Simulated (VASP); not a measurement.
# BAs (scan) (F-43m) in VASP: a series of runs, part 2 of 2

VASP 6.6.1.

## 5. Relaxation of cell and atoms, r2SCAN

This run uses another cell than the first one, of 13.63 Å³/atom, 0.997 times its volume.

Input file POSCAR:

```
BAs
1.0
    0.0000000000      2.3885000000      2.3885000000
    2.3885000000      0.0000000000      2.3885000000
    2.3885000000      2.3885000000      0.0000000000
B As
1 1
Direct
    0.0000000000      0.0000000000      0.0000000000
    0.2500000000      0.2500000000      0.2500000000
```

Input file INCAR.step1:

```
PREC = Accurate
ENCUT = 600
ISMEAR = 0
SIGMA = 0.02
LREAL = F
LASPH = T
NELM = 100
GGA = PE
ALGO = Normal
EDIFF = 1E-4
LWAVE = T
LCHARG = F
```

Input file INCAR.step2:

```
PREC = Accurate
ENCUT = 600
EDIFF = 1E-6
ISMEAR = 0
SIGMA = 0.02
LREAL = F
LASPH = T
NELM = 100
ALGO = Normal
ISIF = 3
LWAVE = F
LCHARG = F
METAGGA = R2SCAN
LMIXTAU = T
IBRION = 2
NSW = 100
EDIFFG = -0.002
ISTART = 1
```

Input file KPOINTS:

```
Automatic mesh
0
Gamma
  8 8 8
```

Potentials or basis: VASP PAW PBE potentials, release 64 (B, As).

Launch:

```
> cat potpaw_PBE.64/B/POTCAR potpaw_PBE.64/As/POTCAR > POTCAR
> cp INCAR.step1 INCAR
> mpirun -np 1 vasp_std > vasp.out
> cp INCAR.step2 INCAR
> mpirun -np 1 vasp_std > vasp.out
```

OUTCAR:

```text
PREC = Accurate
   ENCUT = 600
   EDIFF = 1E-6
   ISMEAR = 0
   LREAL = F
   LASPH = T
   NELM = 100
   ISIF = 3
   METAGGA = R2SCAN
   IBRION = 2
   NSW = 100
   EDIFFG = -0.002
   ISTART = 1

 ion  position               nearest neighbor table
   1  0.000  0.000  0.000-   2 2.07   2 2.07   2 2.07   2 2.07
   2  0.250  0.250  0.250-   1 2.07   1 2.07   1 2.07   1 2.07

  LATTYP: Found a face centered cubic cell.
 ALAT       =     4.7770000000

  Lattice vectors:

 A1 = (   0.0000000000,   2.3885000000,   2.3885000000)
 A2 = (   2.3885000000,   0.0000000000,   2.3885000000)
 A3 = (   2.3885000000,   2.3885000000,   0.0000000000)

[... 251 lines left out ...]
  ext. energy  EPLUGINS =         0.00000000
  ---------------------------------------------------
  free energy    TOTEN  =       -22.25539949 eV

  energy without entropy =      -22.25539949  energy(sigma->0) =      -22.25539949

 E-fermi :   6.0522     XC(G=0): -11.1063

 val. band max:        5.9584773461   @ k =   0.0000   0.0000   0.0000
 cond. band min:       7.3460053932   @ k =   0.3750   0.3750   0.0000
 fundamental gap:      1.3875280471
 Fermi energy:         6.0521726097

 k-point     1 :       0.0000    0.0000    0.0000
  band No.  band energies     occupation
      1     -10.1438      2.00000
      2       5.9585      2.00000
      3       5.9585      2.00000
      4       5.9585      2.00000
      5       9.3972      0.00000
      6       9.3972      0.00000
      7       9.3972      0.00000
      8      11.0330      0.00000
[... 243 lines left out ...]
 k-point    24 :      -0.3750    0.2500    0.1250
  band No.  band energies     occupation
      1      -6.5320      2.00000
      2      -2.7500      2.00000
      3       1.1886      2.00000
      4       2.7383      2.00000
      5      10.2733      0.00000
      6      11.0077      0.00000
      7      13.9122      0.00000
      8      15.5529      0.00000

 [... further k-points ...]
[... 5 lines left out ...]
  --------------------------------------------------------------------------------------
  -------------------------------------------------------------------------------------
  Total        0.0022905      0.0022905      0.0022905     -0.0000000      0.0000000     -0.0000000
  in kB        0.1338683      0.1338683      0.1338683     -0.0000000      0.0000000     -0.0000000
  external PRESSURE =       0.1338683 kB  Pullay stress =       0.0000000 kB
[... 17 lines left out ...]
  FREE ENERGIE OF THE ION-ELECTRON SYSTEM (eV)
  ---------------------------------------------------
  free  energy   TOTEN  =       -22.2553994902 eV

  energy  without entropy=      -22.2553994902  energy(sigma->0) =      -22.25539949

 reached required accuracy - stopping structural energy minimisation
```

OUTCAR.step1:

```text
PREC = Accurate
   ENCUT = 600
   ISMEAR = 0
   LREAL = F
   LASPH = T
[... 484 lines left out ...]
 -----------------------------------------------------------------------------------
      0.00000      0.00000      0.00000         0.000000      0.000000      0.000000
      1.19425      1.19425      1.19425        -0.000000     -0.000000     -0.000000
 -----------------------------------------------------------------------------------
    total drift:                               -0.000000     -0.000000     -0.000000

  FREE ENERGIE OF THE ION-ELECTRON SYSTEM (eV)
  ---------------------------------------------------
  free  energy   TOTEN  =       -11.4051206858 eV

  energy  without entropy=      -11.4051206858  energy(sigma->0) =      -11.40512069
```

OSZICAR.step1:

```text
N       E                     dE             d eps       ncg     rms          rms(c)
DAV:   1     0.166644519250E+02    0.16664E+02   -0.41457E+03   464   0.981E+02
DAV:   2    -0.115429692788E+02   -0.28207E+02   -0.26869E+02   680   0.115E+02
DAV:   3    -0.120446673800E+02   -0.50170E+00   -0.50170E+00   568   0.194E+01
DAV:   4    -0.120453699983E+02   -0.70262E-03   -0.70262E-03   680   0.773E-01
DAV:   5    -0.120453703986E+02   -0.40028E-06   -0.40028E-06   536   0.138E-02    0.494E+00
DAV:   6    -0.114716122723E+02    0.57376E+00   -0.18444E+00   480   0.705E+00    0.245E+00
DAV:   7    -0.114116356518E+02    0.59977E-01   -0.20816E-01   656   0.276E+00    0.955E-01
DAV:   8    -0.114045973196E+02    0.70383E-02   -0.21788E-02   504   0.104E+00    0.118E-01
DAV:   9    -0.114049306467E+02   -0.33333E-03   -0.60090E-04   568   0.200E-01    0.669E-02
DAV:  10    -0.114051151244E+02   -0.18448E-03   -0.29401E-04   576   0.127E-01    0.163E-02
DAV:  11    -0.114051206858E+02   -0.55615E-05   -0.10547E-05   232   0.264E-02
   1 F= -.11405121E+02 E0= -.11405121E+02  d E =-.979879E-30
```

It took 2.6 min on 1 thread of Intel Xeon 8259CL, shared host; peak memory 0.17 GiB.

Results:

```
Free energy                            : -22.2554 eV
Relaxed volume                         : 13.71 Å³/atom
Relaxed cell                           : a = 3.384 Å, b = 3.384 Å, c = 3.384 Å, α = 60.00°, β = 60.00°, γ = 60.00°
Space group after relaxing (to 0.05 Å) : F-43m (No. 216)
Energy gained by relaxing              : 0.2 meV/atom
Ionic steps                            : 3
Pressure after relaxing                : 0.0 GPa
Band gap on the k mesh                 : 1.39 eV, indirect (least direct gap 3.44 eV)
```

Step by step:
```csv
step,energy change (eV),largest force (eV/Å),pressure (GPa),volume (Å³)
1,0.0000,0.0000,0.86,27.25
2,-0.0002,0.0000,-0.65,27.54
3,-0.0004,0.0000,0.01,27.41
```

Final structure:
```yaml
crystal:
  lattice:
    - [0.00000, 2.39318, 2.39318]
    - [2.39318, 0.00000, 2.39318]
    - [2.39318, 2.39318, 0.00000]
  atoms:
    - { symbol: B, position: [0.00000, 0.00000, 0.00000] }
    - { symbol: As, position: [0.25000, 0.25000, 0.25000] }
```

Levels at points of the mesh, in eV from the valence-band top:
```tsv
k point	band 2	band 3	band 4	band 5	band 6	band 7
(0.00, 0.00, 0.00)	0.00	0.00	0.00	3.44	3.44	3.44
(0.50, 0.00, 0.00)	-9.20	-1.93	-1.93	2.94	5.05	5.05
(0.50, 0.50, 0.00)	-9.03	-4.28	-4.28	1.62	1.70	12.10
```

Caveat: the PAW data sets were made with another functional, which shifts forces and pressure a little. A k mesh can miss the band edges.

## 6. Overview

```tsv
task	cell	cutoff (eV)	smearing	gap on the mesh (eV)	pressure (GPa)
single point	a = 3.382 Å, angles 60.0°, 2 atoms	520	gaussian 0.02 eV	1.38	0.4
single point	a = 3.382 Å, angles 60.0°, 2 atoms	520	gaussian 0.01 eV	1.38	0.4
relaxation of cell and atoms	relaxed from a = 3.378 Å, angles 60.0°, 2 atoms	600	gaussian 0.02 eV	1.39	0.0
```

Alike in all rows: level r2SCAN; potentials or basis VASP PAW PBE potentials, release 64 (B, As); no spin polarisation; k mesh 8 × 8 × 8.

Caveats: the PAW data sets were made with another functional, which shifts forces and pressure a little.

Total energies depend on the potentials used, so only differences within one code and one set of settings carry meaning.
